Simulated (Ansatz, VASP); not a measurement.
## One calculation of TlCl, two programs

Contents of INCAR:

```
SYSTEM = TlCl
PREC = Accurate ; ENCUT = 500
EDIFF = 1E-6 ; ISMEAR = 1
SIGMA = 0.0164 ; LREAL = .False.
LASPH = .True. ; NELM = 120
ALGO = Normal ; ISIF = 2
LWAVE = .False. ; LCHARG = .True.
GGA = PE ; LELF = .True.
LVHAR = .True. ; NBANDS = 17
GGA_COMPAT = .False.
```

KPOINTS

```
Automatic mesh
0
Gamma
  7 7 7
  0 0 0
```

Contents of POSCAR:

```
TlCl
1.0
    3.8947420000      0.0000000000      0.0000000000
    0.0000000000      3.8947420000      0.0000000000
    0.0000000000      0.0000000000      3.8947420000
Tl Cl
1 1
Direct
    0.0000000000      0.0000000000      0.0000000000
    0.5000000000      0.5000000000      0.5000000000
```

Input for Ansatz:

```yaml
crystal:
  lattice:
    - [3.894742, 0.0, 0.0]
    - [0.0, 3.894742, 0.0]
    - [0.0, 0.0, 3.894742]
  atoms:
    - { symbol: Tl, position: [0.0, 0.0, 0.0] }
    - { symbol: Cl, position: [0.5, 0.5, 0.5] }
  symmetry: { tolerance: 0.0003 }
kpoints:
  mp_grid: { grid: [7, 7, 7], shift: [0, 0, 0] }
  band_path:
    path:
      - [0.0, 0.0, 0.0]
      - [0.0, 0.5, 0.0]
      - [0.5, 0.5, 0.0]
      - [0.0, 0.0, 0.0]
      - [0.5, 0.5, 0.5]
      - [0.0, 0.5, 0.0]
    npoints: 10
magnetization:
  spin_polarized: false
scf:
  occupations: { method: cold, width: 0.0164 }
  lower_state_search: "off"
  max_iter: 200
hamiltonian:
  pseudopotentials: { kind: paw }
  xc: pbe
basis:
  ecutwfc: 420
  fft_grid_basis: typed
output:
  forces: true
  stress: true
  eigenvalues: true
  bader: true
  populations: true
  elf: true
  write_potential: true
  volumetric_format: npy
  dos:
    e_range: [-12, 8]
    de: 0.05
    projected: { site_lists: { Cl: [Cl], Tl: [Tl] } }
checkpoint:
  read: saved_state
```

Alike in both runs: task single point; functional PBE; k mesh 7 × 7 × 7; no spin polarisation.

|  | VASP | Ansatz |
| --- | --- | --- |
| version | VASP 6.6.1 | Ansatz 0.2.0 |
| potentials or method | VASP PAW PBE potentials, release 64 (Tl_d, Cl), cutoff 500 eV | PAW plane waves |
| occupations | methfessel-paxton of order 1, width 0.0164 eV | cold, width 0.0164 eV |
| valence electrons in the cell | 20 | 20 |

VASP gave:

```
gap on the k mesh at the Fermi level (eV) : 2.60
pressure (GPa)                            : 0.0
```

Question: What did Ansatz give for the same quantities?

Answer: gap on the k mesh at the Fermi level (eV): 2.60; pressure (GPa): 0.1.

Neither program's run includes spin-orbit coupling.
